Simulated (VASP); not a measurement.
ZnS, 12 atoms in the cell. The cell holds a slab with vacuum, 12 atoms: a = 3.849 Å, b = 5.443 Å, c = 24.622 Å, α = 90.00°, β = 90.00°, γ = 90.00°. 

* Program: VASP 6.6.1
* Task: single point
* Functional: PBE
* Potentials or basis: VASP PAW PBE potentials, release 64 (Zn, S)
* Cutoff: 520 eV
* k mesh: 7 × 5 × 1
* Occupations: gaussian, width 0.05 eV
* Spin: no spin polarisation
* Dipole correction: yes
* Further INCAR settings: ALGO = Normal; EDIFF = 1e-07; NBANDS = 66

Potentials or basis: VASP PAW PBE potentials, release 64 (Zn, S).

Run with:

```sh
$ cat potpaw_PBE.64/Zn/POTCAR potpaw_PBE.64/S/POTCAR > POTCAR
$ mpirun -np 1 vasp_std > vasp.out
```

Hardware: 1 thread of Intel(R) Xeon(R) Platinum 8375C CPU @ 2.90GHz (Ice Lake), with other jobs on the host.

**Question.** How long does it take, and how much memory?

**Answer.** Run time: 19 min on 1 thread of Intel(R) Xeon(R) Platinum 8375C CPU @ 2.90GHz (Ice Lake), on a shared host, peak memory 0.68 GiB. Counts: scf iterations 28, k points 12.
